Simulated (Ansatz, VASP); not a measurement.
One calculation of SnO2, two programs

```xyz
6
Lattice="5.0422 0.0000 0.0000 0.0000 5.0422 0.0000 0.0000 0.0000 3.2058" Properties=species:S:1:pos:R:3 pbc="T T T"
Sn    2.5211    2.5211    1.6029
Sn    0.0000    0.0000    0.0000
O     1.5608    1.5609    0.0000
O     4.0819    0.9602    1.6029
O     0.9603    4.0820    1.6029
O     3.4814    3.4813    0.0000
```

Alike in both runs: functional PBE; k mesh 6 × 6 × 10; occupations gaussian, width 0.05 eV; no spin polarisation.

Ansatz relaxed the structure, and its values are those at the end. VASP's run is a single point on that final structure, the one shown.

```csv
,VASP,Ansatz
version,VASP 6.6.1,Ansatz 0.2.0
potentials or method,"VASP PAW PBE potentials, release 64 (Sn_d, O), cutoff 520 eV","scalar-relativistic, plane waves, PAW"
valence electrons in the cell,52,52
```

|  | VASP | Ansatz | Ansatz less VASP |
| --- | --- | --- | --- |
| gap on the k mesh at the Fermi level (eV) | 0.25 | 0.26 | +0.016 |
| least direct gap on the mesh (eV) | 0.25 | 0.26 | +0.016 |
| pressure (GPa) | -8.3 | -8.8 | -0.46 |
| rms of the force components (eV/Å) | 0.019 | 0.002 | -0.0174 |

Ansatz's warnings: stress scf threshold loose.
